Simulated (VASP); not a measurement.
A run of VASP 6.6.1:

INCAR

```
  PREC = Accurate
  ENCUT = 520
  EDIFF = 1E-6
  ISMEAR = 0
  SIGMA = 0.05
  LREAL = F
  LASPH = T
  NELM = 60
  ALGO = Normal
  ISIF = 2
  LWAVE = F
  LCHARG = F
  GGA = PE
  NBANDS = 11
```

File KPOINTS:

```
regular mesh
0
Gamma
  10 10 10
```

Contents of POSCAR:

```
MgO
1.0
    0.0000000000      2.2864421233      2.1269229054
    2.1269229054      0.0000000000      2.1269229054
    2.1269229054      2.2864421233      0.0000000000
Mg O
1 1
Direct
    0.0000000000      0.0000000000      0.0000000000
    0.5000000000      0.5000000000      0.5000000000
```

Potentials or basis: VASP PAW PBE potentials, release 64 (Mg, O).

Launch:

```bash
$ cat potpaw_PBE.64/Mg/POTCAR potpaw_PBE.64/O/POTCAR > POTCAR
$ mpirun -np 1 vasp_std > vasp.out
```

Hardware: 1 thread of Intel Xeon 8259CL, on a shared host.

Question: How long does it take, and how much memory?

Answer: Run time: 22 s on 1 thread of Intel Xeon 8259CL, with other jobs on the host, peak memory 0.15 GiB. Counts: scf iterations 12, k points 102.
